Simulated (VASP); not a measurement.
The system is CaMg3F8.

```
CELL_PARAMETERS angstrom
3.62120 -5.12115 0.00000
3.62120 5.12115 0.00000
0.00000 0.00000 3.62120
ATOMIC_POSITIONS crystal
Ca 0.00000 0.00000 0.00000
F 0.37500 0.62500 0.50000
F 0.12500 0.87500 0.50000
F 0.87500 0.62500 0.00000
F 0.62500 0.87500 0.00000
F 0.37500 0.12500 0.00000
F 0.12500 0.37500 0.00000
F 0.87500 0.12500 0.50000
F 0.62500 0.37500 0.50000
Mg 0.50000 0.00000 0.50000
Mg 0.00000 0.50000 0.50000
Mg 0.50000 0.50000 0.00000
```

```yaml
Program: VASP 6.6.1
Task: relaxation of cell and atoms
Functional: PBE
Potentials_or_basis: VASP PAW PBE potentials, release 64 (Ca_sv, F, Mg)
Cutoff: 600 eV
k_mesh: 4 × 4 × 6
Occupations: fermi-dirac, width 0.02 eV
Spin: no spin polarisation
```

At the start: pressure 1.7 GPa; volume 11.19 Å³/atom.

Task: How do energy, volume and symmetry change on relaxing?

Result: Over 11 steps the energy falls by 35.9 meV/atom and the volume is 11.20 Å³/atom (+0.1 %); space group Cmmm (No. 65, to 0.1 Å) before and after.

The path:
```tsv
step	energy change (eV)	largest force (eV/Å)	pressure (GPa)	volume (Å³)
1	0.0000	1.4009	1.68	134.31
2	-0.3304	0.5783	-1.02	136.61
3	-0.3774	0.3030	-2.19	137.92
4	-0.4218	0.2062	-0.18	134.77
5	-0.4242	0.1762	0.44	133.88
6	-0.4294	0.0658	0.17	134.25
7	-0.4302	0.0391	0.02	134.45
8	-0.4307	0.0166	-0.03	134.51
9	-0.4308	0.0079	-0.06	134.56
10	-0.4308	0.0041	-0.05	134.55
11	-0.4308	0.0023	0.02	134.45
```

Final structure:
```
CELL_PARAMETERS angstrom
3.59883 -5.14159 0.00000
3.59883 5.14159 0.00000
0.00000 0.00000 3.63311
ATOMIC_POSITIONS crystal
Ca 0.00000 0.00000 0.00000
F 0.37926 0.62074 0.50000
F 0.13856 0.86144 0.50000
F 0.86622 0.60783 0.00000
F 0.60783 0.86622 0.00000
F 0.39217 0.13378 0.00000
F 0.13378 0.39217 0.00000
F 0.86144 0.13856 0.50000
F 0.62074 0.37926 0.50000
Mg 0.50000 0.00000 0.50000
Mg 0.00000 0.50000 0.50000
Mg 0.50000 0.50000 0.00000
```
